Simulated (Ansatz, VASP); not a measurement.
# Rb7MnO8 in VASP and in Ansatz

The input INCAR:

```
  PREC = Accurate
  ENCUT = 520
  EDIFF = 1E-6
  ISMEAR = -1
  SIGMA = 0.05
  LREAL = Auto
  LASPH = True
  NELM = 150
  ALGO = Normal
  ISIF = 2
  LWAVE = False
  LCHARG = False
  ISPIN = 2
  MAGMOM = 4.5 0 0 0 0 0 0 0 0 0 0 0 0 0 0 0
  LORBIT = 11
  LMAXMIX = 4
  LDAU = True
  LDAUTYPE = 2
  LDAUL = 2 -1 -1
  LDAUU = 3.6 0 0
  LDAUJ = 0 0 0
  LDAUPRINT = 1
  NBANDS = 80
```

The input KPOINTS:

```
Automatic mesh
0
Gamma
  2 2 2
```

Contents of POSCAR:

```
Rb7MnO8
1.0
    8.4020000000      0.0000000000      0.0000000000
    0.0000000000      5.9830000000      0.0000000000
    0.0000000000      0.0000000000      7.0750000000
Mn Rb O
1 7 8
Direct
    0.9983360700      0.0125265000      0.2593442600
    0.5036256100      0.9976074200      0.2461665700
    0.9923699500      0.0042229100      0.7513017000
    0.5033078300      0.9962090900      0.7459111500
    0.2477463400      0.4964081300      0.7593156300
    0.7591077300      0.4992675700      0.7511118400
    0.2506119800      0.5039093700      0.2454397400
    0.7505755700      0.5007934200      0.2545945100
    0.2452438600      0.1088393800      0.5035794000
    0.7463563800      0.1317495900      0.5053170900
    0.2491496900      0.8773070000      0.5110054700
    0.7447299100      0.8709022400      0.5058079200
    0.9999040000      0.6221712600      0.9994135300
    0.4963802600      0.6113800500      0.0036540900
    0.9922271300      0.3781259700      0.0046710100
    0.4989461900      0.3703699800      0.9944856800
```

Input for Ansatz:

```yaml
crystal:
  lattice:
    - [8.402, 0.0, 0.0]
    - [0.0, 5.983, 0.0]
    - [0.0, 0.0, 7.075]
  atoms:
    - { symbol: Mn, position: [0.99833607, 0.0125265, 0.25934426], spin: 4.5 }
    - { symbol: Rb, position: [0.50362561, 0.99760742, 0.24616657] }
    - { symbol: Rb, position: [0.99236995, 0.00422291, 0.7513017] }
    - { symbol: Rb, position: [0.50330783, 0.99620909, 0.74591115] }
    - { symbol: O, position: [0.24524386, 0.10883938, 0.5035794] }
    - { symbol: O, position: [0.74635638, 0.13174959, 0.50531709] }
    - { symbol: O, position: [0.24914969, 0.877307, 0.51100547] }
    - { symbol: O, position: [0.74472991, 0.87090224, 0.50580792] }
    - { symbol: Rb, position: [0.24774634, 0.49640813, 0.75931563] }
    - { symbol: Rb, position: [0.75910773, 0.49926757, 0.75111184] }
    - { symbol: Rb, position: [0.25061198, 0.50390937, 0.24543974] }
    - { symbol: Rb, position: [0.75057557, 0.50079342, 0.25459451] }
    - { symbol: O, position: [0.999904, 0.62217126, 0.99941353] }
    - { symbol: O, position: [0.49638026, 0.61138005, 0.00365409] }
    - { symbol: O, position: [0.99222713, 0.37812597, 0.00467101] }
    - { symbol: O, position: [0.49894619, 0.37036998, 0.99448568] }
magnetization:
  spin_polarized: true
hamiltonian:
  xc: lda
  pseudopotentials: { kind: paw }
  hubbard: { sites: [{ species: Mn, l: d, u_eff: 3.6 }] }
basis:
  ecutwfc: 420
kpoints:
  mp_grid: { grid: [2, 2, 2] }
scf:
  occupations: { method: fermi_dirac, width: 0.05 }
  lower_state_search: standard
output:
  forces: true
  stress: true
```

Alike in both runs: task single point; functional LDA; k mesh 2 × 2 × 2; occupations fermi-dirac, width 0.05 eV; collinear spin; Hubbard terms Mn d U = 3.6 eV.

```csv
,VASP,Ansatz
version,VASP 6.6.1,Ansatz 0.2.0
potentials or method,"VASP PAW LDA potentials, release 64 (Mn_pv, Rb_sv, O), cutoff 520 eV","PAW, plane waves, scalar-relativistic"
valence electrons in the cell,124,126
```

```csv
,VASP,Ansatz,Ansatz less VASP
pressure (GPa),-3.0,-3.3,-0.32
rms of the force components (eV/Å),0.709,0.620,-0.0887
net moment per atom (μB),0.37,0.37,0.000
size of the moment on the site where the two differ most (μB),4.83,4.85,+0.021
```

LDA's correlation is that of Perdew and Zunger in VASP and of Perdew and Wang (1992) in Ansatz. Site moments also hang on the region over which each program counts them. The programs project onto different local orbitals, so the same U acts differently, and such runs can settle in different states. VASP's potentials hold 124 valence electrons a cell and Ansatz's 126, so a difference there can come from the potentials and not from the codes.

The k mesh is coarse, so the values compare programs but aren't converged.
